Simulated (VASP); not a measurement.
Set up this calculation in VASP 6.6.1, as the native input.

- Task: single point
- Functional: LDA
- Potentials or basis: VASP PAW LDA potentials, release 64 (Ga_d, N)
- Cutoff: 520 eV
- k mesh: 8 × 8 × 4
- Occupations: gaussian, width 0.01 eV
- Spin: no spin polarisation
- Dipole correction: no
- Further INCAR settings: ALGO = Normal; EDIFF = 1e-06; NBANDS = 26

The structure of GaN lies in POSCAR:

```
GaN
1.0
    3.1518145673      0.0000000000      0.0000000000
   -1.5759072837      2.7295514833      0.0000000000
    0.0000000000      0.0000000000      5.1383977362
Ga N
2 2
Direct
    0.3333333333      0.6666666667     -0.0007042255
    0.6666666667      0.3333333333      0.4992957745
    0.3333333333      0.6666666667      0.3757042255
    0.6666666667      0.3333333333      0.8757042255
```

These files were run (other wordings do the same):

INCAR

```
SYSTEM = GaN
ALGO = Normal ; EDIFF = 1E-6
ENCUT = 520 ; ISIF = 2
ISMEAR = 0 ; LASPH = .True.
LCHARG = .False. ; LREAL = .False.
LWAVE = .False. ; NBANDS = 26
NELM = 80 ; PREC = Accurate
SIGMA = 0.01
```

KPOINTS

```
k-points
0
Gamma
  8 8 4
  0 0 0
```

Potentials or basis: VASP PAW LDA potentials, release 64 (Ga_d, N).

The run is started by

```console
$ cat potpaw_LDA.64/Ga_d/POTCAR potpaw_LDA.64/N/POTCAR > POTCAR
$ mpirun -np 1 vasp_std > vasp.out
```

It gave:

```
Pressure               : 1.1 GPa
Band gap on the k mesh : 2.15 eV, direct
```

It took 26 s on 1 thread of AMD EPYC 7R13 Processor (Zen 3), on a shared host, peak memory 0.13 GiB.
